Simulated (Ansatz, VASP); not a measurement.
# One calculation of TiTc, two programs

```
CELL_PARAMETERS angstrom
3.13060 0.00000 0.00000
0.00000 3.13060 0.00000
0.00000 0.00000 3.13060
ATOMIC_POSITIONS crystal
Ti 0.50000 0.50000 0.50000
Tc 0.00000 0.00000 0.00000
```

Change from the starting cell: volume scaled by 1.02.

Alike in both runs: task single point; functional PBEsol; k mesh 12 × 12 × 12; occupations fermi-dirac, width 0.08 eV; no spin polarisation.

|  | VASP | Ansatz |
| --- | --- | --- |
| version | VASP 6.6.1 | Ansatz 0.2.0 |
| potentials or method | VASP PAW PBE potentials, release 64 (Ti_sv, Tc_pv), cutoff 520 eV | all-electron LAPW, scalar-relativistic |

```csv
,VASP,Ansatz,Ansatz less VASP
pressure (GPa),-11.9,-11.7,+0.23
```

VASP's potentials were made for PBE, not for PBEsol. Ansatz ran all-electron here, and VASP with PAW potentials.
